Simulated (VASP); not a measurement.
**PtS2: single point with PBE**

Crystal: PtS2.

```
Pt S
1.0
     3.57502    0.00000    0.00000
    -1.78751    3.09606    0.00000
     0.00000    0.00000    6.42984
Pt S
1 2
Direct
  0.00000 0.00000 0.00000
  0.33333 0.66667 0.19137
  0.66667 0.33333 0.80863
```

```yaml
Program: VASP 6.6.1
Task: single point
Functional: PBE
Potentials_or_basis: VASP PAW PBE potentials, release 64 (Pt, S)
Cutoff: 520 eV
k_mesh: 8 × 8 × 4
Occupations: gaussian, width 0.05 eV
Spin: non-collinear spin, zero start, spin-orbit coupling
Starting_moments: "[[0.0, 0.0, 0.0], [0.0, 0.0, 0.0], [0.0, 0.0, 0.0]] μB"
```

```yaml
Pressure: -0.2 GPa
Largest_force: 0.020 eV/Å
Net_moment: 0.00 μB per cell
Valence_electrons_inside_the_program's_atomic_spheres: Pt 9.39; S 3.63
```

Forces on the atoms (eV/Å):
```
Pt   0.000  0.000  0.000
S    0.000  0.000 -0.020
S    0.000  0.000  0.020
```

Stress tensor (GPa, compression positive):
```
-0.30  0.00  0.00
 0.00 -0.30  0.00
 0.00  0.00 -0.15
```

Moments on the atoms (μB; x, y, z):
```
Pt  0.00 0.00 0.00
S   0.00 0.00 0.00
S   0.00 0.00 0.00
```

Run time: 5.2 min on 1 thread of Intel Xeon 8259CL (shared host), peak memory 0.41 GiB.

Caveat: this functional lacks dispersion, which binds layers or chains, so the pressure and a relaxed spacing across them are unreliable.
